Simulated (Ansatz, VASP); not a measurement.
# One calculation of Cd, two programs

Contents of INCAR:

```
SYSTEM = Cd
ALGO = Normal
EDIFF = 1E-7
ENCUT = 520
ISIF = 2
ISMEAR = -1
LASPH = .TRUE.
LCHARG = .FALSE.
LREAL = .FALSE.
LWAVE = .FALSE.
NBANDS = 19
NELM = 80
PREC = Accurate
SIGMA = 0.05
```

File KPOINTS:

```
k-points
0
G
  9 9 9
  0 0 0
```

Contents of POSCAR:

```
Cd
1.0
    0.0000000000      3.0681618156      3.0681618156
    3.0681618156      0.0000000000      3.0681618156
    3.0681618156      3.0681618156      0.0000000000
Cd
2
Direct
   -0.1250000000     -0.1250000000     -0.1250000000
    0.1250000000      0.1250000000      0.1250000000
```

Input for Ansatz:

```yaml
crystal:
  lattice:
    - [0.0, 3.0681618156, 3.0681618156]
    - [3.0681618156, 0.0, 3.0681618156]
    - [3.0681618156, 3.0681618156, 0.0]
  atoms:
    - { symbol: Cd, position: [-0.125, -0.125, -0.125] }
    - { symbol: Cd, position: [0.125, 0.125, 0.125] }
kpoints:
  mp_grid: { grid: [9, 9, 9] }
scf:
  occupations: { method: fermi_dirac, width: 0.05 }
hamiltonian:
  xc: lda
  pseudopotentials: { kind: all_electron, lapw: { basis_error: 0.001 } }
output:
  forces: true
  stress: true
  eigenvalues: true
  populations: true
```

Alike in both runs: task single point; functional LDA; k mesh 9 × 9 × 9; occupations fermi-dirac, width 0.05 eV; no spin polarisation.

|  | VASP | Ansatz |
| --- | --- | --- |
| version | VASP 6.6.1 | Ansatz 0.2.0 |
| potentials or method | VASP PAW LDA potentials, release 64 (Cd), cutoff 520 eV | all-electron LAPW, scalar-relativistic |

```csv
,VASP,Ansatz,Ansatz less VASP
pressure (GPa),3.7,3.1,-0.55
```

LDA's correlation is that of Perdew and Zunger in VASP and of Perdew and Wang (1992) in Ansatz. Ansatz ran all-electron here, and VASP with PAW potentials.
